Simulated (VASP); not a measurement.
Si16Ge (a cell with a defect), 17 atoms in the cell. The cell holds a defect, 17 atoms: a = 7.679 Å, b = 7.679 Å, c = 7.679 Å, α = 60.00°, β = 60.00°, γ = 60.00°. 

```yaml
Program: VASP 6.6.1
Task: single point
Functional: PBEsol
Potentials_or_basis: VASP PAW PBE potentials, release 64 (Si, Ge_d)
Cutoff: 520 eV
k_mesh: 2 × 2 × 2
Occupations: gaussian, width 0.02 eV
Spin: no spin polarisation
Dipole_correction: no
Further_INCAR_settings: LREAL = Auto; ALGO = Normal; EDIFF = 1e-06; NBANDS = 53
```

Potentials or basis: VASP PAW PBE potentials, release 64 (Si, Ge_d).

The run is started by

```sh
$ cat potpaw_PBE.64/Si/POTCAR potpaw_PBE.64/Ge_d/POTCAR > POTCAR
$ mpirun -np 1 vasp_std > vasp.out
```

Hardware: 1 thread of AMD EPYC 9R14 (Zen 4), with other jobs on the host.

How long does it take, and how much memory?

It took 2.8 min on 1 thread of AMD EPYC 9R14 (Zen 4), on a shared host, peak memory 0.46 GiB. Counts: scf iterations 13, k points 8.
